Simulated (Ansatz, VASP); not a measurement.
## NaI in VASP and in Ansatz

File POSCAR:

```
NaI
1.0
    0.0000000000      3.2364000000      3.2364000000
    2.9936700000      0.0000000000      3.2364000000
    2.9936700000      3.2364000000      0.0000000000
Na I
1 1
Direct
    0.0000000000      0.0000000000      0.0000000000
    0.5000000000      0.5000000000      0.5000000000
```

The input INCAR.step1:

```
SYSTEM = NaI
  PREC = Accurate
  ENCUT = 520
  ISMEAR = 0
  SIGMA = 0.05
  LREAL = .False.
  LASPH = .True.
  NELM = 80
  NBANDS = 14
  GGA = PE
  ALGO = Normal
  EDIFF = 1E-4
  LWAVE = .True.
  LCHARG = .False.
```

Contents of INCAR.step2:

```
SYSTEM = NaI
  PREC = Accurate
  ENCUT = 520
  EDIFF = 1E-6
  ISMEAR = 0
  SIGMA = 0.05
  LREAL = .False.
  LASPH = .True.
  NELM = 80
  ALGO = Normal
  ISIF = 2
  LWAVE = .False.
  LCHARG = .False.
  METAGGA = R2SCAN
  LMIXTAU = .True.
  NBANDS = 14
  ISTART = 1
```

Contents of KPOINTS:

```
regular mesh
0
Gamma
  6 6 6
  0 0 0
```

Input for Ansatz:

```yaml
crystal:
  lattice:
    - [0.0, 3.2364, 3.2364]
    - [2.99367, 0.0, 3.2364]
    - [2.99367, 3.2364, 0.0]
  atoms:
    - { symbol: Na, position: [0.0, 0.0, 0.0] }
    - { symbol: I, position: [0.5, 0.5, 0.5] }
basis:
  ecutwfc: 500
kpoints:
  mp_grid: { grid: [6, 6, 6] }
hamiltonian:
  xc: r2scan
scf:
  occupations: { method: gaussian, width: 0.05 }
output:
  forces: true
  stress: true
  eigenvalues: true
  write_density: true
  write_potential: true
  elf: true
  volumetric_format: npy
```

Change from the starting cell: strain -0.0750 x Voigt [1, 0, 0, 0, 0, 0], atoms carried along.

Alike in both runs: task single point; functional r2SCAN; k mesh 6 × 6 × 6; occupations gaussian, width 0.05 eV; no spin polarisation.

|  | VASP | Ansatz |
| --- | --- | --- |
| version | VASP 6.6.1 | Ansatz 0.2.0 |
| potentials or method | VASP PAW PBE potentials, release 64 (Na_pv, I), cutoff 520 eV | scalar-relativistic, plane waves, PAW |
| valence electrons in the cell | 14 | 26 |

```tsv
	VASP	Ansatz	Ansatz less VASP
gap on the k mesh at the Fermi level (eV)	4.66	4.65	-0.007
least direct gap on the mesh (eV)	4.66	4.65	-0.007
pressure (GPa)	1.7	1.8	+0.08
traceless stress, the component that is largest in VASP (GPa)	2.41	2.40	-0.006
```

VASP's potentials were made for PBE, not for r2SCAN. VASP's potentials hold 14 valence electrons a cell and Ansatz's 26, so a difference there can come from the potentials and not from the codes.

Spin-orbit coupling is off throughout.
